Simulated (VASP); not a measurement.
A run of VASP 6.6.1 is set up as follows.

File INCAR:

```
PREC = Accurate ; ENCUT = 520
EDIFF = 1E-8 ; ISMEAR = -1
SIGMA = 0.01 ; LREAL = False
LASPH = True ; NELM = 60
ALGO = Normal ; ISIF = 2
LWAVE = False ; LCHARG = False
GGA = PS ; LEFG = True
NBANDS = 15
```

The input KPOINTS:

```
regular mesh
0
Gamma
  9 9 9
```

The input POSCAR:

```
KF
1.0
    0.0000000000      2.7259348808      2.7259348808
    2.7259348808      0.0000000000      2.7259348808
    2.7259348808      2.7259348808      0.0000000000
K F
1 1
Direct
    0.0000000000      0.0000000000      0.0000000000
    0.5000000000      0.5000000000      0.5000000000
```

Potentials or basis: VASP PAW PBE potentials, release 64 (K_sv, F).

The run is started by

```sh
$ cat potpaw_PBE.64/K_sv/POTCAR potpaw_PBE.64/F/POTCAR > POTCAR
$ mpirun -np 1 vasp_std > vasp.out
```

Question: What does it give for the band gap on the k mesh?

Answer: 5.74 eV.

Question: What does it give for the pressure?

Answer: -2.2 GPa.

Caveat: the PAW data sets were made with another functional, which shifts forces and pressure a little; an odd mesh through Γ misses points on the zone boundary, where band edges can lie.
